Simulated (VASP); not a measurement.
Ru, 2 atoms in the cell. The structure is hexagonal, space group P6_3/mmc (No. 194). The conventional cell has a = 2.709 Å, b = 2.709 Å, c = 4.285 Å, α = 90.00°, β = 90.00°, γ = 120.00°. Ru (site symmetry -6m2) has 12 Ru at 2.65 to 2.71 Å within 3.5 Å. 

| Item | Value |
| --- | --- |
| Program | VASP 6.6.1 |
| Task | single point |
| Functional | BLYP |
| Dispersion | D3(BJ) |
| Potentials or basis | VASP PAW PBE potentials, release 64 (Ru_pv) |
| Cutoff | 520 eV |
| k mesh | 11 × 11 × 6 |
| Occupations | fermi-dirac, width 0.05 eV |
| Spin | no spin polarisation |
| Dipole correction | no |
| Further INCAR settings | ALGO = Normal; EDIFF = 1e-07; NBANDS = 21 |

Potentials or basis: VASP PAW PBE potentials, release 64 (Ru_pv).

Command:

```sh
$ cat potpaw_PBE.64/Ru_pv/POTCAR > POTCAR
$ mpirun -np 1 vasp_std > vasp.out
```

Hardware: 1 thread of Intel(R) Xeon(R) 6975P-C (Granite Rapids), on a shared host.

Q: How long does it take, and how much memory?

A: Wall time 20 s on 1 thread of Intel(R) Xeon(R) 6975P-C (Granite Rapids), on a shared host, peak memory 0.16 GiB. Counts: scf iterations 13, k points 64.
